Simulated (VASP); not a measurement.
# SnS2 in VASP: relaxation of the atoms with PBE+D3(BJ)

Aim: the relaxation of the atoms of SnS2 with PBE+D3(BJ).

All numbers are computed with VASP 6.6.1; they aren't measurements. Logs are shortened: lines on timing, memory, paths and dates and some standing lists are left out, and cuts for length are marked.

## 1. The cell of the first run

The cell holds a slab with vacuum, 6 atoms: a = 3.598 Å, b = 3.598 Å, c = 25.394 Å, α = 90.00°, β = 90.00°, γ = 120.00°.

## 2. Relaxation of the atoms, PBE+D3(BJ)

Contents of INCAR:

```
PREC = Accurate ; ENCUT = 450
EDIFF = 1E-7 ; ISMEAR = 0
SIGMA = 0.05 ; LREAL = False
LASPH = True ; NELM = 120
ALGO = Normal ; ISIF = 2
LWAVE = False ; LCHARG = False
LDIPOL = True ; IDIPOL = 3
DIPOL = 0.5 0.5 0.500 ; GGA = PE
IVDW = 12 ; IBRION = 2
NSW = 60 ; EDIFFG = -0.04
GGA_COMPAT = False ; NELMIN = 4
NELMDL = -8
```

Contents of KPOINTS:

```
Automatic mesh
0
Gamma
  9 9 1
```

Contents of POSCAR:

```
SnS2
1.0
    3.5983003400      0.0000000000      0.0000000000
   -1.7991501700      3.1162195100      0.0000000000
    0.0000000000      0.0000000000     25.3937334486
S Sn
4 2
Direct
    0.3333333300      0.6666666700      0.3347282516
    0.6666666700      0.3333333300      0.4489191504
    0.3333333300      0.6666666700      0.5510808496
    0.6666666700      0.3333333300      0.6652717484
    0.0000000000      0.0000000000      0.3918237010
    0.0000000000      0.0000000000      0.6081762990
```

Potentials or basis: VASP PAW PBE potentials, release 64 (S, Sn_d).

On the command line:

```console
cat potpaw_PBE.64/S/POTCAR potpaw_PBE.64/Sn_d/POTCAR > POTCAR
mpirun -np 1 vasp_std > vasp.out
```

OUTCAR:

```text
PREC = Accurate
   ENCUT = 450
   EDIFF = 1E-7
   ISMEAR = 0
   LREAL = False
   LASPH = True
   NELM = 120
   ISIF = 2
   GGA = PE
   IVDW = 12
   IBRION = 2
   NSW = 60
   EDIFFG = -0.04
   NELMIN = 4
   NELMDL = -8
 IVDW          = 12

 ion  position               nearest neighbor table
   1  0.333  0.667  0.335-   5 2.53   5 2.53   5 2.53
   2  0.667  0.333  0.449-   5 2.53   5 2.53   5 2.53
   3  0.333  0.667  0.551-   6 2.53   6 2.53   6 2.53
   4  0.667  0.333  0.665-   6 2.53   6 2.53   6 2.53
   5  0.000  0.000  0.392-   1 2.53   2 2.53   2 2.53   1 2.53   2 2.53   1 2.53
   6  0.000  0.000  0.608-   3 2.53   4 2.53   4 2.53   3 2.53   4 2.53   3 2.53

  LATTYP: Found a hexagonal cell.
 ALAT       =     3.5983003400
 C/A-ratio  =     7.0571467218

  Lattice vectors:

 A1 = (   3.5983003400,   0.0000000000,   0.0000000000)
 A2 = (  -1.7991501700,   3.1162195100,   0.0000000000)
 A3 = (   0.0000000000,   0.0000000000,  25.3937334486)

Analysis of symmetry for initial positions (statically):
=====================================================================
 Subroutine PRICEL returns:
 Original cell was already a primitive cell.

 Routine SETGRP: Setting up the symmetry group for a
 hexagonal supercell.

 Subroutine GETGRP returns: Found 12 space group operations
 (whereof 12 operations were pure point group operations)
 out of a pool of 24 trial point group operations.

The static configuration has the point symmetry D_3d.

Analysis of symmetry for dynamics (positions and initial velocities):
=====================================================================
 Subroutine PRICEL returns:
 Original cell was already a primitive cell.

 Routine SETGRP: Setting up the symmetry group for a
 hexagonal supercell.

 Subroutine GETGRP returns: Found 12 space group operations
 (whereof 12 operations were pure point group operations)
 out of a pool of 24 trial point group operations.

The dynamic configuration has the point symmetry D_3d.

 Subroutine INISYM returns: Found 12 space group operations
 (whereof 12 operations are pure point group operations),
 and found     1 'primitive' translations

----------------------------------------------------------------------------------------

                                     Primitive cell

  volume of cell :     284.7423

  direct lattice vectors                    reciprocal lattice vectors
     3.598300340  0.000000000  0.000000000     0.277908986  0.160450828  0.000000000
    -1.799150170  3.116219510  0.000000000     0.000000000  0.320901656  0.000000000
     0.000000000  0.000000000 25.393733449     0.000000000  0.000000000  0.039379794

  length of vectors
     3.598300340  3.598300344 25.393733449     0.320901656  0.320901656  0.039379794

  position of ions in fractional coordinates (direct lattice)
     0.333333330  0.666666670  0.334728252
     0.666666670  0.333333330  0.448919150
     0.333333330  0.666666670  0.551080850
     0.666666670  0.333333330  0.665271748
     0.000000000  0.000000000  0.391823701
     0.000000000  0.000000000  0.608176299

  ion indices of the primitive-cell ions
   primitive index   ion index
                 1           1
                 2           2
                 3           3
                 4           4
                 5           5
                 6           6

----------------------------------------------------------------------------------------

 KPOINTS: Automatic mesh

Automatic generation of k-mesh.
 Grid dimensions read from file:
 generate k-points for:    9    9    1

 Generating k-lattice:

  Cartesian coordinates                     Fractional coordinates (reciprocal lattice)
     0.030878776  0.017827870  0.000000000     0.111111111  0.000000000  0.000000000
     0.000000000  0.035655740  0.000000000     0.000000000  0.111111111  0.000000000
     0.000000000  0.000000000  0.039379794     0.000000000  0.000000000  1.000000000

  Length of vectors
     0.035655740  0.035655740  0.039379794

  Shift w.r.t. Gamma in fractional coordinates (k-lattice)
     0.000000000  0.000000000  0.000000000

 Subroutine IBZKPT returns following result:
 ===========================================

 Found     12 irreducible k-points:

 Following reciprocal coordinates:
            Coordinates               Weight
  0.000000  0.000000  0.000000      1.000000
  0.111111  0.000000  0.000000      6.000000
  0.222222 -0.000000  0.000000      6.000000
  0.333333 -0.000000  0.000000      6.000000
  0.444444 -0.000000  0.000000      6.000000
  0.111111  0.111111  0.000000      6.000000
  0.222222  0.111111  0.000000     12.000000
  0.333333  0.111111  0.000000     12.000000
  0.444444  0.111111  0.000000      6.000000
  0.222222  0.222222  0.000000      6.000000
  0.333333  0.222222  0.000000     12.000000
  0.333333  0.333333  0.000000      2.000000
   k-points           NKPTS =     12   k-points in BZ     NKDIM =     12   number of bands    NBANDS=     31
   number of dos      NEDOS =    301   number of ions     NIONS =      6
   total plane-waves  NPLWV = 141120
   dimension x,y,z NGX =    28 NGY =   28 NGZ =  180
   dimension x,y,z NGXF=    56 NGYF=   56 NGZF=  360
   ions per type =               4   2
   NGX,Y,Z   is equivalent  to a cutoff of  12.94, 12.94, 11.78 a.u.
   NGXF,Y,Z  is equivalent  to a cutoff of  25.87, 25.87, 23.57 a.u.
 SYSTEM =  unknown system
   PREC   = accura    normal or accurate (medium, high low for compatibility)
   ISTART =      0    job   : 0-new  1-cont  2-samecut
   ICHARG =      2    charge: 1-file 2-atom 10-const
   ISPIN  =      1    spin polarized calculation?
   LNONCOLLINEAR =      F non collinear calculations
   LSORBIT =      F    spin-orbit coupling
   LASPH  =      T    aspherical Exc in radial PAW
   ENCUT  =  450.0 eV  33.07 Ry    5.75 a.u.   6.22  6.22 43.92*2*pi/ulx,y,z
   NELM   =    120;   NELMIN=  4; NELMDL= -8     # of ELM steps
   EDIFF  = 0.1E-06   stopping-criterion for ELM
   LREAL  =      F    real-space projection
   EDIFFG = -.4E-01   stopping-criterion for IOM
   NSW    =     60    number of steps for IOM
   IBRION =      2    ionic relax: 0-MD 1-quasi-New 2-CG
   NFREE  =      1    steps in history (QN), initial steepest desc. (CG)
   ISIF   =      2    stress and relaxation
   ISYM   =      2    0-nonsym 1-usesym 2-fastsym
   POTIM  = 0.5000    time-step for ionic-motion
   TEBEG  =    0.0;   TEEND  =   0.0 temperature during run
   PSTRESS=    0.0 pullay stress
   NELECT =      52.0000    total number of electrons
   NUPDOWN=      -1.0000    fix difference up-down
   EMIN   =  10.00;   EMAX   =-10.00  energy-range for DOS
   EFERMI =   0.00;   METHOD = LEGACY
   ISMEAR =     0;   SIGMA  =   0.05  broadening in eV -4-tet -1-fermi 0-gaus
   EFERMI_NEDOS =   21; number of points for ismear=-14 and -15
   IALGO  =     38    algorithm
   IMIX   =      4    mixing-type and parameters
     AMIX     =   0.40;   BMIX     =  1.00
     AMIX_MAG =   1.60;   BMIX_MAG =  1.00
  volume/ion in A,a.u.               =      47.46       320.26
  Fermi-wavevector in a.u.,A,eV,Ry     =   0.928807  1.755190 11.737496  0.862682
  Thomas-Fermi vector in A             =   2.055022
   LORBIT       =      0    0 simple, 1 ext, 2 COOP (PROOUT), +10 PAW based schemes
   GGA     = PE    functional components
   LHFCALC =     F    Hartree Fock is set to
   AEXX    =    0.0000 exact exchange contribution
   IVDW    =    12    specifies the selected vdW correction
   LEPSILON=     F    determine dielectric tensor
   LRPA    =     F    only Hartree local field effects (RPA)
 conjugate gradient relaxation of ions
 non-spin polarized calculation
 Gauss-broadening in eV      SIGMA  =   0.05
  energy-cutoff  :      450.00
  volume of cell :      284.74
 maximum number of plane-waves:      6207
 NGX is ok and might be reduce to    28
   NGX = 13   NGY = 13   NGZ = 87

--------------------------------------- Ionic step        1  -------------------------------------------

 number of electron      51.9999991 magnetization

 Free energy of the ion-electron system (eV)
  ---------------------------------------------------
  ext. energy  EPLUGINS =         0.00000000
  ---------------------------------------------------
  free energy    TOTEN  =       -26.08433368 eV

  energy without entropy =      -26.08433368  energy(sigma->0) =      -26.08433368

------------------------ aborting loop because EDIFF is reached ----------------------------------------

 Edisp (eV)   -1.80406

 E8    (eV) :    -0.7642

  FORCE on cell =-STRESS in cart. coord.  units (eV):
  Direction    XX          YY          ZZ          XY          YZ          ZX
  --------------------------------------------------------------------------------------
  -------------------------------------------------------------------------------------
  Total       4.45600     4.45600     4.33945     0.00000     0.00000    -0.00000
  in kB      25.07286    25.07286    24.41708     0.00000     0.00000    -0.00000
  external pressure =       24.85 kB  Pullay stress =        0.00 kB
[... 109 lines left out ...]
  FREE ENERGIE OF THE ION-ELECTRON SYSTEM (eV)
  ---------------------------------------------------
  free  energy   TOTEN  =       -27.9433357935 eV

  energy  without entropy=      -27.9433357935  energy(sigma->0) =      -27.94333579

[... ionic steps 4 to 11 ...]

--------------------------------------- Ionic step       12  -------------------------------------------

 number of electron      51.9999994 magnetization

------------------------ aborting loop because EDIFF is reached ----------------------------------------

 Edisp (eV)   -1.71784

 E8    (eV) :    -0.7266
[... 73 lines left out ...]
  FREE ENERGIE OF THE ION-ELECTRON SYSTEM (eV)
  ---------------------------------------------------
  free  energy   TOTEN  =       -27.9799384800 eV

  energy  without entropy=      -27.9799384800  energy(sigma->0) =      -27.97993848

 dipolmoment           0.000000      0.000000      0.000000 electrons x Angstroem

--------------------------------------- Ionic step       14  -------------------------------------------

 number of electron      51.9999995 magnetization

 dipolmoment           0.000000      0.000000     -0.000000 electrons x Angstroem

 Free energy of the ion-electron system (eV)
  ---------------------------------------------------
  ext. energy  EPLUGINS =         0.00000000
  ---------------------------------------------------
  free energy    TOTEN  =       -26.27015168 eV

  energy without entropy =      -26.27015168  energy(sigma->0) =      -26.27015168

 E-fermi :  -0.9327     XC(G=0):  -4.9226

 val. band max:       -1.2189489970   @ k =   0.1111   0.0000   0.0000
 cond. band min:       0.2779888876   @ k =   0.4444  -0.0000   0.0000
 fundamental gap:      1.4969378846
 Fermi energy:        -0.9326758703

 k-point     1 :       0.0000    0.0000    0.0000
  band No.  band energies     occupation
      1     -22.1219      2.00000
      2     -22.1219      2.00000
      3     -22.1219      2.00000
      4     -22.1219      2.00000
      5     -22.0676      2.00000
      6     -22.0675      2.00000
[... 397 lines left out ...]
     30       4.3047      0.00000
     31       5.1048      0.00000

------------------------ aborting loop because EDIFF is reached ----------------------------------------

 vacuum level on the upper side and lower side of the slab       (xc-potential included)        -0.016        -0.016

 Edisp (eV)   -1.71653

 E8    (eV) :    -0.7260

  FORCE on cell =-STRESS in cart. coord.  units (eV):
  Direction    XX          YY          ZZ          XY          YZ          ZX
  --------------------------------------------------------------------------------------
  -------------------------------------------------------------------------------------
  Total       2.43699     2.43699    -0.05169     0.00000     0.00000     0.00000
  in kB      13.71235    13.71235    -0.29085     0.00000     0.00000     0.00000
  external pressure =        9.04 kB  Pullay stress =        0.00 kB
[... 21 lines left out ...]
  FREE ENERGIE OF THE ION-ELECTRON SYSTEM (eV)
  ---------------------------------------------------
  free  energy   TOTEN  =       -27.9866812837 eV

  energy  without entropy=      -27.9866812837  energy(sigma->0) =      -27.98668128

 reached required accuracy - stopping structural energy minimisation

 vacuum level on the upper side and lower side of the slab         5.341         5.341
```

It took 19 min on 1 thread of AMD EPYC 7R13 (Zen 3), shared host; peak memory 0.4 GiB.

What came out:

| Item | Value |
| --- | --- |
| Free energy | -27.9867 eV |
| Energy gained by relaxing | 16.4 meV/atom |
| Ionic steps | 14 |
| Band gap on the k mesh | 1.50 eV (least direct gap 1.77 eV) |
| Dispersion energy per atom | -0.286 eV |

Forces on the atoms (eV/Å):
```
S    0.000  0.000  0.001
S    0.000  0.000 -0.003
S    0.000  0.000  0.003
S    0.000  0.000 -0.001
Sn   0.000  0.000  0.001
Sn   0.000  0.000 -0.001
```

The path:
```tsv
step	energy change (eV)	largest force (eV/Å)	pressure (GPa)
1	0.0000	0.6685	2.49
2	-0.0458	0.2860	1.81
3	-0.0549	0.1737	1.36
4	-0.0574	0.1277	1.33
5	-0.0577	0.1740	1.31
6	-0.0594	0.1689	1.30
7	-0.0640	0.1544	1.28
8	-0.0721	0.1268	1.22
9	-0.0847	0.0772	1.13
10	-0.0969	0.0466	0.96
11	-0.0979	0.0692	0.92
12	-0.0980	0.0763	0.91
13	-0.0915	0.3690	0.90
14	-0.0983	0.0027	0.90
```

Final structure:
```cif
data_structure
_symmetry_space_group_name_H-M 'P 1'
_symmetry_Int_Tables_number 1
_cell_length_a 3.5983
_cell_length_b 3.5983
_cell_length_c 25.3937
_cell_angle_alpha 90.000
_cell_angle_beta 90.000
_cell_angle_gamma 120.000
_cell_volume 284.74
loop_
_atom_site_label
_atom_site_type_symbol
_atom_site_fract_x
_atom_site_fract_y
_atom_site_fract_z
_atom_site_occupancy
S1 S 0.33333 0.66667 0.32433 1
S2 S 0.66667 0.33333 0.44284 1
S3 S 0.33333 0.66667 0.55716 1
S4 S 0.66667 0.33333 0.67566 1
Sn1 Sn 0.00000 0.00000 0.38363 1
Sn2 Sn 0.00000 0.00000 0.61637 1
```

Caveat: spin-orbit coupling is left out, which moves the levels of the heavy elements.
